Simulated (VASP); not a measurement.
A run of VASP 6.6.1:

Contents of INCAR:

```
  PREC = Accurate
  ENCUT = 520
  EDIFF = 1E-8
  ISMEAR = 0
  SIGMA = 0.15
  LREAL = F
  LASPH = T
  NELM = 100
  ALGO = Fast
  ISIF = 2
  LWAVE = F
  LCHARG = T
  GGA = CA
  NBANDS = 11
  IBRION = 8
  NSW = 1
```

Contents of KPOINTS:

```
Automatic mesh
0
Gamma
  26 26 26
```

File POSCAR:

```
Si
1.0
   -2.3824154513      2.3824154513      1.3052992358
    2.3824154513     -2.3824154513      1.3052992358
    2.3824154513      2.3824154513     -1.3052992358
Si
2
Direct
    0.2500000000      0.7500000000      0.5000000000
    0.5000000000      0.5000000000      0.0000000000
```

Potentials or basis: VASP PAW LDA potentials, release 64 (Si).

Run with:

```bash
$ cat potpaw_LDA.64/Si/POTCAR > POTCAR
$ mpirun -np 1 vasp_std > vasp.out
```

Hardware: 1 thread of Oxide Virtual Turin-like Processor, on a shared host.

How long does it take, and how much memory?

Run time: 69 min on 1 thread of Oxide Virtual Turin-like Processor, with other jobs on the host, peak memory 2.4 GiB. Counts: scf iterations 36, k points 1330.
